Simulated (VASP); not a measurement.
# TePt (R-3m) in VASP: a series of runs, part 2 of 2

VASP 6.6.1. The steps go on from the part before.

## (4) Single point, PBEsol

This run uses another cell than the first one, of 22.20 Å³/atom, 1.043 times its volume.

File INCAR:

```
PREC = Accurate ; ENCUT = 520
EDIFF = 1E-6 ; ISMEAR = -1
SIGMA = 0.05 ; LREAL = False
LASPH = True ; NELM = 80
ALGO = Normal ; ISIF = 2
LWAVE = False ; LCHARG = False
GGA = PS ; NBANDS = 24
```

File KPOINTS:

```
regular mesh
0
Gamma
  8 8 8
```

File POSCAR:

```
TePt
1.0
    1.9682666240      1.1363792652      6.6163272091
   -1.9682666240      1.1363792652      6.6163272091
    0.0000000000     -2.2727585304      6.6163272091
Pt Te
2 2
Direct
    0.1296666667      0.1296666667      0.1296666667
    0.8703333333      0.8703333333      0.8703333333
    0.4020000000      0.4020000000      0.4020000000
    0.5980000000      0.5980000000      0.5980000000
```

Potentials or basis: VASP PAW PBE potentials, release 64 (Pt, Te).

Run with:

```console
$ cat potpaw_PBE.64/Pt/POTCAR potpaw_PBE.64/Te/POTCAR > POTCAR
$ mpirun -np 1 vasp_std > vasp.out
```

OUTCAR:

```text
PREC = Accurate
   ENCUT = 520
   EDIFF = 1E-6
   ISMEAR = -1
   LREAL = False
   LASPH = True
   NELM = 80
   ISIF = 2
   GGA = PS

 ion  position               nearest neighbor table
   1  0.130  0.130  0.130-   3 2.58   3 2.58   3 2.58   2 2.71   2 2.71   2 2.71   4 3.51   4 3.51
                             4 3.51
   2  0.870  0.870  0.870-   4 2.58   4 2.58   4 2.58   1 2.71   1 2.71   1 2.71   3 3.51   3 3.51
                             3 3.51
   3  0.402  0.402  0.402-   1 2.58   1 2.58   1 2.58   2 3.51   2 3.51   2 3.51   4 3.55   4 3.55
                             4 3.55
   4  0.598  0.598  0.598-   2 2.58   2 2.58   2 2.58   1 3.51   1 3.51   1 3.51   3 3.55   3 3.55
                             3 3.55

  LATTYP: Found a trigonal (rhomboedric) cell.
 ALAT       =     6.9957999596
 COS(alpha) =     0.8416846276

  Lattice vectors:

 A1 = (   1.9682666240,   1.1363792652,   6.6163272091)
 A2 = (  -1.9682666240,   1.1363792652,   6.6163272091)
 A3 = (   0.0000000000,  -2.2727585304,   6.6163272091)

Analysis of symmetry for initial positions (statically):
=====================================================================
 Subroutine PRICEL returns:
 Original cell was already a primitive cell.

 Routine SETGRP: Setting up the symmetry group for a
 trigonal (rhombohedral) supercell.

 Subroutine GETGRP returns: Found 12 space group operations
 (whereof 12 operations were pure point group operations)
 out of a pool of 12 trial point group operations.

The static configuration has the point symmetry D_3d.

Analysis of symmetry for dynamics (positions and initial velocities):
=====================================================================
 Subroutine PRICEL returns:
 Original cell was already a primitive cell.

 Routine SETGRP: Setting up the symmetry group for a
 trigonal (rhombohedral) supercell.

 Subroutine GETGRP returns: Found 12 space group operations
 (whereof 12 operations were pure point group operations)
 out of a pool of 12 trial point group operations.

The dynamic configuration has the point symmetry D_3d.

 Subroutine INISYM returns: Found 12 space group operations
 (whereof 12 operations are pure point group operations),
 and found     1 'primitive' translations

----------------------------------------------------------------------------------------

                                     Primitive cell

  volume of cell :      88.7923

  direct lattice vectors                    reciprocal lattice vectors
     1.968266624  1.136379265  6.616327209     0.254030625  0.146664650  0.050380418
    -1.968266624  1.136379265  6.616327209    -0.254030625  0.146664650  0.050380418
     0.000000000 -2.272758530  6.616327209     0.000000000 -0.293329299  0.050380418

  length of vectors
     6.995799960  6.995799960  6.995799960     0.297624368  0.297624368  0.297624368

  position of ions in fractional coordinates (direct lattice)
     0.129666667  0.129666667  0.129666667
     0.870333333  0.870333333  0.870333333
     0.402000000  0.402000000  0.402000000
     0.598000000  0.598000000  0.598000000

  ion indices of the primitive-cell ions
   primitive index   ion index
                 1           1
                 2           2
                 3           3
                 4           4

[... 26 lines left out ...]
 Following reciprocal coordinates:
            Coordinates               Weight
  0.000000  0.000000  0.000000      1.000000
  0.125000  0.000000  0.000000      6.000000
  0.250000  0.000000  0.000000      6.000000
  0.375000 -0.000000  0.000000      6.000000
  0.500000  0.000000  0.000000      3.000000
  0.125000  0.125000  0.000000      6.000000
[... 16 lines left out ...]
  0.250000  0.125000  0.125000      6.000000
  0.375000  0.125000  0.125000      6.000000
 [... further k-points ...]
   k-points           NKPTS =     65   k-points in BZ     NKDIM =     65   number of bands    NBANDS=     24
   number of dos      NEDOS =    301   number of ions     NIONS =      4
   total plane-waves  NPLWV = 157464
   dimension x,y,z NGX =    54 NGY =   54 NGZ =   54
   dimension x,y,z NGXF=   108 NGYF=  108 NGZF=  108
   ions per type =               2   2
   NGX,Y,Z   is equivalent  to a cutoff of  12.83, 12.83, 12.83 a.u.
   NGXF,Y,Z  is equivalent  to a cutoff of  25.66, 25.66, 25.66 a.u.
 SYSTEM =  unknown system
   PREC   = accura    normal or accurate (medium, high low for compatibility)
   ISTART =      0    job   : 0-new  1-cont  2-samecut
   ICHARG =      2    charge: 1-file 2-atom 10-const
   ISPIN  =      1    spin polarized calculation?
   LNONCOLLINEAR =      F non collinear calculations
   LSORBIT =      F    spin-orbit coupling
   LASPH  =      T    aspherical Exc in radial PAW
   ENCUT  =  520.0 eV  38.22 Ry    6.18 a.u.  13.01 13.01 13.01*2*pi/ulx,y,z
   NELM   =     80;   NELMIN=  2; NELMDL= -5     # of ELM steps
   EDIFF  = 0.1E-05   stopping-criterion for ELM
   LREAL  =      F    real-space projection
   EDIFFG = 0.1E-04   stopping-criterion for IOM
   NSW    =      0    number of steps for IOM
   IBRION =     -1    ionic relax: 0-MD 1-quasi-New 2-CG
   NFREE  =      0    steps in history (QN), initial steepest desc. (CG)
   ISIF   =      2    stress and relaxation
   ISYM   =      2    0-nonsym 1-usesym 2-fastsym
   POTIM  = 0.5000    time-step for ionic-motion
   TEBEG  =    0.0;   TEEND  =   0.0 temperature during run
   PSTRESS=    0.0 pullay stress
   NELECT =      32.0000    total number of electrons
   NUPDOWN=      -1.0000    fix difference up-down
   EMIN   =  10.00;   EMAX   =-10.00  energy-range for DOS
   EFERMI =   0.00;   METHOD = LEGACY
   ISMEAR =    -1;   SIGMA  =   0.05  broadening in eV -4-tet -1-fermi 0-gaus
   EFERMI_NEDOS =   21; number of points for ismear=-14 and -15
   IALGO  =     38    algorithm
   IMIX   =      4    mixing-type and parameters
     AMIX     =   0.40;   BMIX     =  1.00
     AMIX_MAG =   1.60;   BMIX_MAG =  1.00
  volume/ion in A,a.u.               =      22.20       149.80
  Fermi-wavevector in a.u.,A,eV,Ry     =   1.165019  2.201567 18.466769  1.357269
  Thomas-Fermi vector in A             =   2.301550
   LORBIT       =      0    0 simple, 1 ext, 2 COOP (PROOUT), +10 PAW based schemes
   GGA     = PS    functional components
   LHFCALC =     F    Hartree Fock is set to
   AEXX    =    0.0000 exact exchange contribution
   IVDW    =     0    specifies the selected vdW correction
   LEPSILON=     F    determine dielectric tensor
   LRPA    =     F    only Hartree local field effects (RPA)
 non-spin polarized calculation
  energy-cutoff  :      520.00
  volume of cell :       88.79
 maximum number of plane-waves:      2419
 NGX is ok and might be reduce to    54
   NGX = 27   NGY = 27   NGZ = 27

 number of electron      31.9999998 magnetization

 Free energy of the ion-electron system (eV)
  ---------------------------------------------------
  ext. energy  EPLUGINS =         0.00000000
  ---------------------------------------------------
  free energy    TOTEN  =       -22.35020348 eV

  energy without entropy =      -22.33362362  energy(sigma->0) =      -22.34191355

 E-fermi :   8.5989     XC(G=0): -11.1411

 val. band max:        8.5851789503   @ k =   0.3750   0.1250   0.0000
 cond. band min:       8.6251305664   @ k =   0.3750   0.1250   0.1250
 fundamental gap:      0.0399516161
 Fermi energy:         8.5988555691

 k-point     1 :       0.0000    0.0000    0.0000
  band No.  band energies     occupation
      1      -4.9221      2.00000
      2      -3.3081      2.00000
      3       1.6108      2.00000
      4       2.9252      2.00000
      5       2.9252      2.00000
      6       3.6131      2.00000
[... 637 lines left out ...]
     23      15.8643      0.00000
     24      16.4659      0.00000

 [... further k-points ...]

------------------------ aborting loop because EDIFF is reached ----------------------------------------

  FORCE on cell =-STRESS in cart. coord.  units (eV):
  Direction    XX          YY          ZZ          XY          YZ          ZX
  --------------------------------------------------------------------------------------
  -------------------------------------------------------------------------------------
  Total        1.4736397      1.4736397      0.8487378      0.0000000      0.0000000      0.0000000
  in kB       26.5904961     26.5904961     15.3147063      0.0000000      0.0000000      0.0000000
  external PRESSURE =      22.8318995 kB  Pullay stress =       0.0000000 kB

 VOLUME and BASIS-vectors are now :
 -----------------------------------------------------------------------------
  energy-cutoff  :      520.00
  volume of cell :       88.79
      direct lattice vectors                 reciprocal lattice vectors
     1.968266624  1.136379265  6.616327209     0.254030625  0.146664650  0.050380418
    -1.968266624  1.136379265  6.616327209    -0.254030625  0.146664650  0.050380418
     0.000000000 -2.272758530  6.616327209     0.000000000 -0.293329299  0.050380418

 POSITION                                       TOTAL-FORCE (eV/Angst)
 -----------------------------------------------------------------------------------
      0.00000      0.00000      2.57375         0.000000      0.000000      0.203762
      0.00000      0.00000     17.27523         0.000000     -0.000000     -0.203762
      0.00000      0.00000      7.97929         0.000000     -0.000000     -0.336303
      0.00000      0.00000     11.86969         0.000000      0.000000      0.336303
 -----------------------------------------------------------------------------------
    total drift:                                0.000000     -0.000000      0.000000

  FREE ENERGIE OF THE ION-ELECTRON SYSTEM (eV)
  ---------------------------------------------------
  free  energy   TOTEN  =       -22.3502034757 eV

  energy  without entropy=      -22.3336236243  energy(sigma->0) =      -22.34191355
```

OSZICAR:

```text
N       E                     dE             d eps       ncg     rms          rms(c)
DAV:   1     0.164817722388E+03    0.16482E+03   -0.14088E+04  3120   0.119E+03
DAV:   2    -0.162798605561E+02   -0.18110E+03   -0.16748E+03  3712   0.228E+02
DAV:   3    -0.230270063651E+02   -0.67471E+01   -0.66539E+01  3808   0.440E+01
DAV:   4    -0.231127429685E+02   -0.85737E-01   -0.85702E-01  3696   0.541E+00
DAV:   5    -0.231145282184E+02   -0.17852E-02   -0.17852E-02  3896   0.744E-01    0.171E+01
DAV:   6    -0.225150665292E+02    0.59946E+00   -0.17664E+00  3464   0.106E+01    0.966E+00
DAV:   7    -0.223947142494E+02    0.12035E+00   -0.30024E-01  3280   0.507E+00    0.321E+00
DAV:   8    -0.223512554043E+02    0.43459E-01   -0.11395E-01  3504   0.280E+00    0.102E+00
DAV:   9    -0.223507338458E+02    0.52156E-03   -0.11330E-02  3624   0.629E-01    0.359E-01
DAV:  10    -0.223502429037E+02    0.49094E-03   -0.24780E-03  3672   0.326E-01    0.129E-01
DAV:  11    -0.223502077406E+02    0.35163E-04   -0.13036E-04  3592   0.626E-02    0.618E-02
DAV:  12    -0.223502055159E+02    0.22247E-05   -0.12126E-05  3848   0.240E-02    0.454E-02
DAV:  13    -0.223502037548E+02    0.17610E-05   -0.50001E-06  3376   0.168E-02    0.108E-02
DAV:  14    -0.223502034757E+02    0.27912E-06   -0.95154E-07  1840   0.567E-03
   1 F= -.22350203E+02 E0= -.22341914E+02  d E =-.165799E-01
```

stdout:

```text
POSCAR found type information on POSCAR PtTe
 POSCAR found :  2 types and       4 ions
 scaLAPACK will be used
 -----------------------------------------------------------------------------
|                                                                             |
|                                                                             |
|     You enforced a specific xc type in the INCAR file but a different       |
|     I HOPE YOU KNOW WHAT YOU ARE DOING!                                     |
|                                                                             |
 -----------------------------------------------------------------------------

 LDA part: xc-table for (Slater+PW92), standard interpolation
 POSCAR, INCAR and KPOINTS ok, starting setup
 FFT: planning ... GRIDC
 FFT: planning ... GRID_SOFT
 FFT: planning ... GRID
 WAVECAR not read
 entering main loop
```

Wall time 5.4 min (1 thread of Intel Xeon 6975P-C (Granite Rapids), shared host); peak memory 0.43 GiB.

Results:

- Free energy: -22.3502 eV
- Pressure: 2.3 GPa
- Largest force: 0.336 eV/Å
- Band gap on the k mesh: zero (band 16 reaches 10.01 eV, above the bottom of band 17 at 7.35 eV)

Forces in eV/Å, atoms in the order of the input:
```
Pt   0.000  0.000  0.204
Pt   0.000  0.000 -0.204
Te   0.000  0.000 -0.336
Te   0.000  0.000  0.336
```

Caveat: the PAW data sets were made with another functional, which shifts forces and pressure a little; spin-orbit coupling is left out, which moves the levels of the heavy elements.

## (5) Summary

| cell | gap on the mesh (eV) | pressure (GPa) | largest force (eV/Å) |
| --- | --- | --- | --- |
| a = 6.899 Å, angles 32.7°, 4 atoms | none | 9.0 | 0.93 |
| a = 6.948 Å, angles 32.7°, 4 atoms | none | 5.4 | 0.62 |
| a = 6.996 Å, angles 32.7°, 4 atoms | none | 2.3 | 0.34 |

Alike in all rows: task single point; level PBEsol; potentials or basis VASP PAW PBE potentials, release 64 (Pt, Te); no spin polarisation; k mesh 8 × 8 × 8; cutoff (eV) 520; smearing fermi-dirac 0.05 eV.

Caveats: the PAW data sets were made with another functional, which shifts forces and pressure a little; spin-orbit coupling is left out, which moves the levels of the heavy elements.

Total energies depend on the potentials used, so only differences within one code and one set of settings carry meaning.
